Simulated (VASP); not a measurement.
# HgTe: single point with PBE

HgTe:

```xyz
2
Lattice="0.0000 3.2235 3.2235 3.2235 0.0000 3.2235 3.2235 3.2235 0.0000" Properties=species:S:1:pos:R:3 pbc="T T T"
Hg   -0.0505   -0.0505   -0.0505
Te    4.8353    4.8353    4.8353
```

This cell differs from its parent crystal: all Hg atoms moved +0.087 Å, as atom 1 towards its neighbour atom 2 (Te) at 2.792 Å.

- Program: VASP 6.6.1
- Task: single point
- Functional: PBE
- Potentials or basis: VASP PAW PBE potentials, release 64 (Hg, Te)
- Cutoff: 520 eV
- k mesh: 14 × 14 × 14
- Occupations: gaussian, width 0.15 eV
- Spin: no spin polarisation

| Property | Result |
| --- | --- |
| Pressure | 4.3 GPa |
| Largest force | 0.450 eV/Å |
| Band gap on the k mesh | zero (filled and empty bands touch) |

Forces in eV/Å, atoms in the order of the input:
```
Hg   0.260  0.260  0.260
Te  -0.260 -0.260 -0.260
```

Stress tensor (GPa, compression positive):
```
4.29 0.96 0.96
0.96 4.29 0.96
0.96 0.96 4.29
```

Levels at points of the mesh, in eV from the Fermi level:
```csv
k point,band 7,band 8,band 9,band 10,band 11,band 12
"(0.00, 0.00, 0.00)",-0.86,-0.19,-0.12,-0.12,4.04,4.04
"(0.50, 0.00, 0.00)",-5.61,-1.24,-1.01,0.51,4.65,5.07
"(0.50, 0.50, 0.50)",-5.88,-1.21,-1.21,0.75,4.95,4.95
"(0.50, 0.50, 0.00)",-5.62,-2.45,-2.44,1.73,2.34,8.10
```

It took 4 min on 1 thread of Intel Xeon 6975P-C, with other jobs on the host, peak memory 0.45 GiB.

Caveat: the cell differs from its parent crystal (all Hg atoms moved +0.087 Å, as atom 1 towards its neighbour atom 2 (Te) at 2.792 Å); spin-orbit coupling is left out, which moves the levels of the heavy elements.
